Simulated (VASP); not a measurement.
# Si62C (a cell with a defect) in VASP: single point with PBE+D3(BJ)

Aim: the single point of Si62C (a cell with a defect) with PBE+D3(BJ).

Program: VASP 6.6.1. These are calculated values, not measurements. Logs are shortened: lines on timing, memory, paths and dates and some standing lists are left out, and cuts for length are marked.

## 1. The cell of the first run

The cell holds a defect, 63 atoms: a = 10.860 Å, b = 10.860 Å, c = 10.860 Å, α = 90.00°, β = 90.00°, γ = 90.00°.

## 2. Single point, PBE+D3(BJ), collinear spin

Contents of INCAR:

```
ALGO     = Normal         # electronic algorithm
EDIFF    = 1E-6           # SCF threshold, eV
ENCUT    = 520            # plane-wave cutoff, eV
GGA      = PE             # functional
ISIF     = 2              # what is computed and relaxed
ISMEAR   = -1             # smearing method
ISPIN    = 2              # spin polarisation
IVDW     = 12             # dispersion correction
LASPH    = True           # aspherical terms in the spheres
LCHARG   = False          # write CHGCAR
LORBIT   = 11             # projections on sites
LREAL    = Auto         
LWAVE    = False          # write WAVECAR
MAGMOM   = 0 0 0 0 0 0 0 0 0 0 0 0 0 0 0 0 0 0 0 0 0 0 0 0 0 0 0 0 0 0 0 0 0 0 0 0 0 0 0 0 0 0 0 0 0 0 0.13 0 0 0 0 0 0 0 0 0 0 0 0 0 0 0 0 # initial moments
NBANDS   = 167            # bands
NELECT   = 253.0        
NELM     = 150            # most SCF steps
PREC     = Accurate       # precision mode
SIGMA    = 0.05           # smearing width, eV
```

Contents of KPOINTS:

```
k-points
0
Gamma
  1 1 1
```

Contents of POSCAR:

```
Si62C
1.0
   10.8600000000      0.0000000000      0.0000000000
    0.0000000000     10.8600000000      0.0000000000
    0.0000000000      0.0000000000     10.8600000000
Si C
62 1
Direct
    0.5017916206     -0.0053774401     -0.0024596685
    0.6266158379      0.1249571823      0.1249073665
    0.7516745856      0.2501891344     -0.0001953959
    0.8719338858      0.3798240331      0.1305460405
    0.7505270718     -0.0009685083      0.2509931860
    0.8752411602      0.1269162983      0.3738332413
   -0.0000058932      0.0000267956     -0.0020347145
    0.1256891344      0.1254132597      0.1245569982
    0.2507609576      0.2494397790      0.0003870166
    0.3747046041      0.3739299263      0.1290731123
    0.4986571823      0.4984837017      0.0031072744
    0.6255605893      0.6251221915      0.1250904236
    0.7499336096      0.7493388582     -0.0028488029
    0.8753413444      0.8762574586      0.1231506446
    0.2523890424      0.0003451197      0.2496224678
    0.3804813996      0.1208834254      0.3774457643
    0.5017193370      0.2522258748      0.2552540516
    0.6232174954      0.3862729282      0.3863070902
    0.7492082873      0.5098158379      0.2601546961
    0.8638057090      0.6519374770      0.3868493554
    0.5095161142     -0.0087416206      0.5005464088
    0.6255472376      0.1248511971      0.6248348987
    0.7497916206      0.2529690608      0.5006980663
    0.8726071823      0.3792197974      0.6267873849
    0.7492150092     -0.0102000000      0.7401546041
    0.8719180479      0.1194816759      0.8701257827
   -0.0021238490      0.5003852670      0.0021106814
    0.1275167587      0.6259373849      0.1248427256
    0.2523200737      0.7511854512     -0.0017278085
    0.3805101289      0.8726091160      0.1289918969
   -0.0000581031      0.2519428177      0.2499729282
    0.1207071823      0.3795494475      0.3776713628
    0.2509226519      0.5002644567      0.2536623389
    0.3794629834      0.6256667587      0.3802224678
    0.5094610497      0.7494255985      0.2585646409
    0.6518413444      0.8623940147      0.3875044199
   -0.0007776243      0.0009740331      0.4991305709
    0.1274907919      0.1249813996      0.6240849908
    0.2521689687      0.2515594843      0.4987940147
    0.3746716390      0.3765356354      0.6292174033
    0.5024570902      0.5154111418      0.5233603131
    0.8637817680      0.8630718232      0.5980627993
    0.2512524862     -0.0039401473      0.7495014733
    0.3748154696      0.1208567219      0.8758632597
    0.4987216390      0.2469630755      0.7514042357
    0.6223086556      0.3735324125      0.8765043278
    0.7417274401      0.4999767035      0.7505459484
    0.8729594843      0.6233271639      0.8710837937
   -0.0006870166      0.7508703499      0.2489893186
    0.1240204420      0.8776890424      0.3723284530
   -0.0082782689      0.5093078269      0.5005195212
    0.1251589319      0.6254171271      0.6245310313
    0.2491907919      0.7518648250      0.4980285451
    0.3799202578      0.8691307551      0.6242757827
   -0.0022518416      0.2479627993      0.7494826888
    0.1200466851      0.3722398711      0.8776800184
    0.2441750460      0.4970643646      0.7529360037
    0.3749127993      0.6207243094      0.8732962247
    0.5033590239      0.7257743094      0.7342348066
    0.6233631676      0.8634337937      0.8636216390
   -0.0081736648      0.7494855433      0.7406885820
    0.1208501842      0.8723599448      0.8703490792
    0.7862172192      0.7854294659      0.4645417127
```

Potentials or basis: VASP PAW PBE potentials, release 64 (Si, C).

Started as:

```console
$ cat potpaw_PBE.64/Si/POTCAR potpaw_PBE.64/C/POTCAR > POTCAR
$ mpirun -np 1 vasp_gam > vasp.out
```

OUTCAR:

```text
EDIFF = 1E-6
   ENCUT = 520
   GGA = PE
   ISIF = 2
   ISMEAR = -1
   ISPIN = 2
   IVDW = 12
   LASPH = True
   LORBIT = 11
   LREAL = Auto
   NELECT = 253.0
   NELM = 150
   PREC = Accurate
 IVDW          = 12

 ion  position               nearest neighbor table
   1  0.502  0.995  0.998-  44 2.35  30 2.35   2 2.40  60 2.43
   2  0.627  0.125  0.125-   3 2.35   5 2.36  17 2.40   1 2.40
   3  0.752  0.250  1.000-   2 2.35  46 2.36  26 2.39   4 2.39
   4  0.872  0.380  0.131-  27 2.35  31 2.35   3 2.39  19 2.40
   5  0.751  0.999  0.251-  14 2.35   6 2.35  36 2.36   2 2.36
   6  0.875  0.127  0.374-  31 2.34  37 2.35   5 2.35  23 2.37
[... 43 lines left out ...]
  50  0.124  0.878  0.372-  15 2.34  49 2.35  37 2.35  53 2.36
  51  0.992  0.509  0.501-  52 2.35  24 2.36  32 2.39  20 2.42
  52  0.125  0.625  0.625-  61 2.35  51 2.35  57 2.36  53 2.36
  53  0.249  0.752  0.498-  34 2.35  54 2.35  50 2.36  52 2.36
  54  0.380  0.869  0.624-  53 2.35  21 2.35  59 2.38  43 2.39
  55  0.998  0.248  0.749-  56 2.35  26 2.35  38 2.37  24 2.38
  56  0.120  0.372  0.878-  57 2.34  27 2.35  55 2.35   9 2.36
  57  0.244  0.497  0.753-  56 2.34  40 2.35  58 2.35  52 2.36
  58  0.375  0.621  0.873-  57 2.35  59 2.35  11 2.36  29 2.37
  59  0.503  0.726  0.734-  58 2.35  54 2.38  60 2.43
  60  0.623  0.863  0.864-  13 2.35  25 2.36   1 2.43  59 2.43
  61  0.992  0.749  0.741-  52 2.35  48 2.36  62 2.39  42 2.42
  62  0.121  0.872  0.870-  43 2.35   7 2.36  29 2.39  61 2.39
  63  0.786  0.785  0.465-  42 1.88  20 1.88  36 1.88

  LATTYP: Found a simple cubic cell.
 ALAT       =    10.8600000000

  Lattice vectors:

 A1 = (  10.8600000000,   0.0000000000,   0.0000000000)
 A2 = (   0.0000000000,  10.8600000000,   0.0000000000)
 A3 = (   0.0000000000,   0.0000000000,  10.8600000000)

Analysis of symmetry for initial positions (statically):
=====================================================================
 Subroutine PRICEL returns:
 Original cell was already a primitive cell.

 Routine SETGRP: Setting up the symmetry group for a
 simple cubic supercell.

 Subroutine GETGRP returns: Found  1 space group operations
 (whereof  1 operations were pure point group operations)
 out of a pool of 48 trial point group operations.

The static configuration has the point symmetry C_1 .

Analysis of symmetry for dynamics (positions and initial velocities):
=====================================================================
 Subroutine PRICEL returns:
 Original cell was already a primitive cell.

 Routine SETGRP: Setting up the symmetry group for a
 simple cubic supercell.

 Subroutine GETGRP returns: Found  1 space group operations
 (whereof  1 operations were pure point group operations)
 out of a pool of 48 trial point group operations.

The dynamic configuration has the point symmetry C_1 .

Analysis of structural, dynamic, and magnetic symmetry:
=====================================================================
 Subroutine PRICEL returns:
 Original cell was already a primitive cell.

 Routine SETGRP: Setting up the symmetry group for a
 simple cubic supercell.

 Subroutine GETGRP returns: Found  1 space group operations
 (whereof  1 operations were pure point group operations)
 out of a pool of 48 trial point group operations.

The overall configuration has the point symmetry C_1 .

 Subroutine INISYM returns: Found  1 space group operations
 (whereof  1 operations are pure point group operations),
 and found     1 'primitive' translations

----------------------------------------------------------------------------------------

                                     Primitive cell

  volume of cell :    1280.8241

  direct lattice vectors                    reciprocal lattice vectors
    10.860000000  0.000000000  0.000000000     0.092081031  0.000000000  0.000000000
     0.000000000 10.860000000  0.000000000     0.000000000  0.092081031  0.000000000
     0.000000000  0.000000000 10.860000000     0.000000000  0.000000000  0.092081031

  length of vectors
[... 189 lines left out ...]
   TEBEG  =    0.0;   TEEND  =   0.0 temperature during run
   PSTRESS=    0.0 pullay stress
   NELECT =     253.0000    total number of electrons
   NUPDOWN=      -1.0000    fix difference up-down
   EMIN   =  10.00;   EMAX   =-10.00  energy-range for DOS
   EFERMI =   0.00;   METHOD = LEGACY
   ISMEAR =    -1;   SIGMA  =   0.05  broadening in eV -4-tet -1-fermi 0-gaus
   EFERMI_NEDOS =   21; number of points for ismear=-14 and -15
   IALGO  =     38    algorithm
   IMIX   =      4    mixing-type and parameters
     AMIX     =   0.40;   BMIX     =  1.00
     AMIX_MAG =   1.60;   BMIX_MAG =  1.00
  volume/ion in A,a.u.               =      20.33       137.20
  Fermi-wavevector in a.u.,A,eV,Ry     =   0.953422  1.801706 12.367880  0.909014
  Thomas-Fermi vector in A             =   2.082076
   LORBIT       =     11    0 simple, 1 ext, 2 COOP (PROOUT), +10 PAW based schemes
   GGA     = PE    functional components
   LHFCALC =     F    Hartree Fock is set to
   AEXX    =    0.0000 exact exchange contribution
   IVDW    =    12    specifies the selected vdW correction
   LEPSILON=     F    determine dielectric tensor
   LRPA    =     F    only Hartree local field effects (RPA)
 spin polarized calculation
  energy-cutoff  :      520.00
  volume of cell :     1280.82
 maximum number of plane-waves:     17229
 NGX is ok and might be reduce to    84
   NGX = 41   NGY = 41   NGZ = 41

 number of electron     252.9999993 magnetization       0.8514498

 Free energy of the ion-electron system (eV)
  ---------------------------------------------------
  ext. energy  EPLUGINS =         0.00000000
  ---------------------------------------------------
  free energy    TOTEN  =      -329.20229071 eV

  energy without entropy =     -329.13002879  energy(sigma->0) =     -329.16615975

 E-fermi :   6.1116     XC(G=0):  -9.3200

 val. band max:        6.0301573017   @ k =   0.0000   0.0000   0.0000
 cond. band min:       6.2419939935   @ k =   0.0000   0.0000   0.0000
 fundamental gap:      0.2118366918
 Fermi energy:         6.1115798084

 spin component 1

 k-point     1 :       0.0000    0.0000    0.0000
  band No.  band energies     occupation
      1      -6.6282      1.00000
      2      -6.0575      1.00000
      3      -5.2090      1.00000
      4      -5.2059      1.00000
      5      -5.1884      1.00000
      6      -5.1652      1.00000
[... 130 lines left out ...]
    137       6.7865      0.00000
    138       6.8960      0.00000
 Fermi energy:         6.1115798084

 spin component 2

 k-point     1 :       0.0000    0.0000    0.0000
  band No.  band energies     occupation
      1      -6.6171      1.00000
      2      -6.0462      1.00000
      3      -5.1996      1.00000
      4      -5.1958      1.00000
      5      -5.1727      1.00000
      6      -5.1605      1.00000
[... 130 lines left out ...]
    137       6.7947      0.00000
    138       6.9210      0.00000
 [bands above 138 left out]

------------------------ aborting loop because EDIFF is reached ----------------------------------------

 Edisp (eV)  -19.51785

 E6    (eV) :   -11.4496

 E8    (eV) :    -8.0682

  FORCE on cell =-STRESS in cart. coord.  units (eV):
  Direction    XX          YY          ZZ          XY          YZ          ZX
  --------------------------------------------------------------------------------------
  -------------------------------------------------------------------------------------
  Total      -1.02714    -5.68631    -5.54321     5.86916    -9.77574    -5.71759
  in kB      -1.28484    -7.11298    -6.93397     7.34170   -12.22844    -7.15211
  external pressure =       -5.11 kB  Pullay stress =        0.00 kB

 VOLUME and BASIS-vectors are now :
 -----------------------------------------------------------------------------
  energy-cutoff  :      520.00
  volume of cell :     1280.82
      direct lattice vectors                 reciprocal lattice vectors
    10.860000000  0.000000000  0.000000000     0.092081031  0.000000000  0.000000000
     0.000000000 10.860000000  0.000000000     0.000000000  0.092081031  0.000000000
     0.000000000  0.000000000 10.860000000     0.000000000  0.000000000  0.092081031

 POSITION                                       TOTAL-FORCE (eV/Angst)
 -----------------------------------------------------------------------------------
      5.44946     10.80160     10.83329         0.001826     -0.002824     -0.005677
      6.80505      1.35703      1.35649         0.000163     -0.004948      0.007317
      8.16319      2.71705     10.85788        -0.008991     -0.000733     -0.001802
      9.46920      4.12489      1.41773         0.001340     -0.002392     -0.000816
      8.15072     10.84948      2.72579         0.004310     -0.001506     -0.000274
      9.50512      1.37831      4.05983        -0.001104      0.001029     -0.005772
[... 55 lines left out ...]
      1.31243      9.47383      9.45199         0.003195      0.008789     -0.000666
      8.53832      8.52976      5.04492         0.004130     -0.016131      0.009807
 -----------------------------------------------------------------------------------
    total drift:                                0.018979     -0.001555      0.005271

  FREE ENERGIE OF THE ION-ELECTRON SYSTEM (eV)
  ---------------------------------------------------
  free  energy   TOTEN  =      -348.7201379642 eV

  energy  without entropy=     -348.6478760434  energy(sigma->0) =     -348.68400700

 total charge

# of ion       s       p       d       tot
------------------------------------------
    1        0.745   0.931   0.000   1.676
    2        0.749   0.933   0.000   1.682
    3        0.741   0.939   0.000   1.680
    4        0.741   0.941   0.000   1.682
    5        0.749   0.953   0.000   1.702
    6        0.739   0.959   0.000   1.699
[... 55 lines left out ...]
   62        0.741   0.942   0.000   1.683
   63        0.837   1.567   0.000   2.404
--------------------------------------------------
tot         46.919  59.970   0.000 106.890

 magnetization (x)

# of ion       s       p       d       tot
------------------------------------------
    1        0.000  -0.000   0.000  -0.000
    2        0.000   0.004   0.000   0.004
    3        0.001   0.011   0.000   0.012
    4       -0.000   0.000   0.000  -0.000
    5       -0.000   0.004   0.000   0.003
    6       -0.000   0.000   0.000   0.000
[... 55 lines left out ...]
   62        0.000   0.000   0.000   0.000
   63        0.000   0.010   0.000   0.010
--------------------------------------------------
tot          0.057   0.273   0.000   0.330
```

Wall time 14 min (1 thread of Intel Xeon Platinum 8259CL at 2.50GHz (Skylake/Cascade Lake), shared host); peak memory 1.5 GiB.

What came out:

- Free energy: -348.7201 eV
- Largest force: 0.030 eV/Å
- Net moment: 0.85 μB per cell
- Site moments: Si -0.00, +0.00, +0.01, +0.02, +0.14 (each value once); C +0.01 μB
- Valence electrons inside the program's atomic spheres: Si 1.68, 1.70, 1.66, 1.64, 1.69, 1.62, 1.71 (each value once); C 2.40
- Dispersion energy per atom: -0.310 eV

Forces in eV/Å, atoms in the order of the input:
```
Si   0.002 -0.003 -0.006
Si   0.000 -0.005  0.007
Si  -0.009 -0.001 -0.002
Si   0.001 -0.002 -0.001
Si   0.004 -0.002  0.000
Si  -0.001  0.001 -0.006
Si  -0.004 -0.001 -0.003
Si  -0.002 -0.003  0.002
Si   0.005 -0.001  0.000
Si  -0.003  0.000 -0.003
Si  -0.001  0.001 -0.003
Si  -0.004 -0.004  0.000
Si   0.001 -0.006 -0.003
Si  -0.002  0.006 -0.002
Si   0.004 -0.002  0.002
Si   0.002  0.004 -0.011
Si   0.001  0.007  0.003
Si  -0.003  0.014  0.012
Si   0.001  0.001  0.001
Si   0.003 -0.001 -0.004
Si  -0.006  0.004  0.001
Si  -0.003 -0.001  0.003
Si   0.000  0.003  0.008
Si   0.007 -0.004 -0.005
Si   0.002 -0.001  0.000
Si   0.003 -0.001  0.003
Si   0.000  0.010  0.001
Si   0.002 -0.009  0.007
Si   0.001 -0.007 -0.002
Si   0.000  0.009 -0.005
Si  -0.003  0.002  0.002
Si   0.003  0.001 -0.008
Si   0.009  0.003  0.004
Si  -0.001  0.003  0.008
Si  -0.004  0.001 -0.003
Si  -0.003  0.005 -0.002
Si  -0.002  0.004 -0.001
Si   0.003 -0.005  0.005
Si  -0.001 -0.001  0.005
Si  -0.004  0.006  0.001
Si   0.000  0.022  0.019
Si   0.003  0.005  0.002
Si   0.005 -0.005 -0.001
Si  -0.003  0.003  0.001
Si   0.000  0.002 -0.002
Si  -0.002  0.001  0.001
Si   0.022 -0.016  0.012
Si   0.005  0.001  0.005
Si  -0.003  0.001 -0.005
Si  -0.005  0.004 -0.003
Si   0.005 -0.003  0.000
Si   0.001 -0.004  0.004
Si  -0.009  0.008 -0.006
Si  -0.007  0.000 -0.003
Si   0.001 -0.003 -0.008
Si  -0.001 -0.002  0.003
Si  -0.003 -0.005  0.003
Si  -0.004 -0.003 -0.004
Si  -0.008 -0.016 -0.021
Si  -0.003 -0.007 -0.013
Si   0.004  0.001  0.001
Si   0.003  0.009 -0.001
C    0.004 -0.016  0.010
```

Caveat: the k points lie up to 0.58 Å⁻¹ apart; the cell carries a net charge on a neutralising background, which shifts energy and pressure; the cell is charged against a uniform background, so pressure and absolute levels hang on convention.
